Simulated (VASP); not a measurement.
**ZnO: single point with PBE**

The system is ZnO.

```xyz
8
Lattice="5.5319 0.0000 0.0000 0.0000 5.5319 0.0000 0.0000 0.0000 3.2692" Properties=species:S:1:pos:R:3 pbc="T T T"
Zn    1.0103    1.0103    1.6346
Zn    4.5216    4.5216    1.6346
Zn    3.7763    1.7557    0.0000
Zn    1.7557    3.7763    0.0000
O     4.5232    1.0087    1.6346
O     1.0087    4.5232    1.6346
O     3.7747    3.7747    0.0000
O     1.7573    1.7573    0.0000
```

- Program: VASP 6.6.1
- Task: single point
- Functional: PBE
- Potentials or basis: VASP PAW PBE potentials, release 64 (Zn, O)
- Cutoff: 520 eV
- k mesh: 6 × 6 × 8
- Occupations: gaussian, width 0.02 eV
- Spin: no spin polarisation
- Dipole correction: no
- Further INCAR settings: ALGO = Normal; EDIFF = 1e-06; NBANDS = 46

```yaml
Pressure: 4.7 GPa
Largest_force: 0.007 eV/Å
Band_gap_on_the_k_mesh: 0.79 eV
```

Forces on the atoms (eV/Å):
```
Zn  -0.001 -0.001  0.000
Zn   0.001  0.001  0.000
Zn  -0.001  0.001  0.000
Zn   0.001 -0.001  0.000
O   -0.005  0.005  0.000
O    0.005 -0.005  0.000
O    0.005  0.005  0.000
O   -0.005 -0.005  0.000
```

Stress tensor (GPa, compression positive):
```
4.65 0.00 0.00
0.00 4.65 0.00
0.00 0.00 4.90
```

Levels at points of the mesh, in eV from the valence-band top:
```csv
k point,band 33,band 34,band 35,band 36,band 37,band 38,band 39,band 40
"(0.00, 0.00, 0.00)",-0.46,-0.17,-0.17,0.00,0.79,5.23,5.23,6.89
"(0.50, 0.00, 0.00)",-0.47,-0.47,-0.42,-0.42,3.20,3.20,6.09,6.09
"(0.50, 0.50, 0.00)",-0.86,-0.86,-0.73,-0.73,4.27,4.27,4.65,4.65
"(0.00, 0.00, 0.50)",-1.76,-1.76,-1.30,-1.30,5.82,5.82,8.03,8.03
"(0.50, 0.00, 0.50)",-1.54,-1.54,-1.03,-1.03,5.92,5.92,6.78,6.78
"(0.50, 0.50, 0.50)",-1.34,-1.34,-1.30,-1.30,5.53,5.53,5.97,5.97
```

Run time: 7.8 min on 1 thread of AMD EPYC 7R13, with other jobs on the host, peak memory 0.28 GiB.

Caveat: the cell stands under pressure; semilocal functionals underestimate gaps, and a narrow one can read as zero.
